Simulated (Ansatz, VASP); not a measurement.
**Two plane-wave programs on BN**

```
CELL_PARAMETERS angstrom
0.00907 1.81300 1.81300
1.82207 0.00000 1.82207
1.81300 1.81300 0.00907
ATOMIC_POSITIONS crystal
B 0.00000 0.00000 0.00000
N 0.75000 0.75000 0.75000
```

Change from the starting cell: strain +0.0100 x Voigt [0, 0, 0, 0, 1, 0], atoms carried along.

Alike in both runs: task single point; functional LDA; k mesh 12 × 12 × 12; occupations gaussian, width 0.05 eV; no spin polarisation.

```csv
,VASP,Ansatz
version,VASP 6.6.1,Ansatz 0.2.0
potentials or method,"VASP PAW LDA potentials, release 64 (B, N), cutoff 520 eV","scalar-relativistic, plane waves, PAW"
valence electrons in the cell,8,8
```

```csv
,VASP,Ansatz,Ansatz less VASP
gap on the k mesh at the Fermi level (eV),4.31,4.32,+0.017
least direct gap on the mesh (eV),8.49,8.50,+0.014
pressure (GPa),-13.3,-14.2,-0.84
"traceless stress, the component that is largest in VASP (GPa)",-4.37,-4.34,+0.030
rms of the force components (eV/Å),0.006,0.005,-0.0012
```

LDA's correlation is that of Perdew and Zunger in VASP and of Perdew and Wang (1992) in Ansatz. Atom by atom the forces differ by 0.001 eV/Å (rms over components).
